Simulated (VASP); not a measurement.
ZnS:

```
CELL_PARAMETERS angstrom
0.00000 2.69409 2.69409
2.69409 0.00000 2.69409
2.69409 2.69409 0.00000
ATOMIC_POSITIONS crystal
Zn 0.00000 0.00000 0.00000
S 0.25000 0.25000 0.25000
```

Program: VASP 6.6.1. Alike in all runs: task single point; potentials or basis VASP PAW PBE potentials, release 64 (Zn, S); no spin polarisation; cell as given.

Problem. Order these runs on this cell by their pressure, lowest first.
A. level PBEsol+D3(BJ); k mesh 6 × 6 × 6; cutoff (eV) 500; smearing gaussian 0.01 eV
B. level PBEsol; k mesh 6 × 6 × 6; cutoff (eV) 520; smearing gaussian 0.01 eV
C. level HSE06; k mesh 4 × 4 × 4; cutoff (eV) 520; smearing methfessel-paxton 0.001 eV; grid for exact exchange (PRECFOCK) Normal; share of exact exchange 0.25; screening parameter 0.2079 1/Å

Solution. A (-3.3 GPa), B (-1.1 GPa), C (1.9 GPa).

Caveats: some runs use coarse meshes; the PAW data sets were made with another functional, which shifts forces and pressure a little; the cell stands under tension (at least some runs).
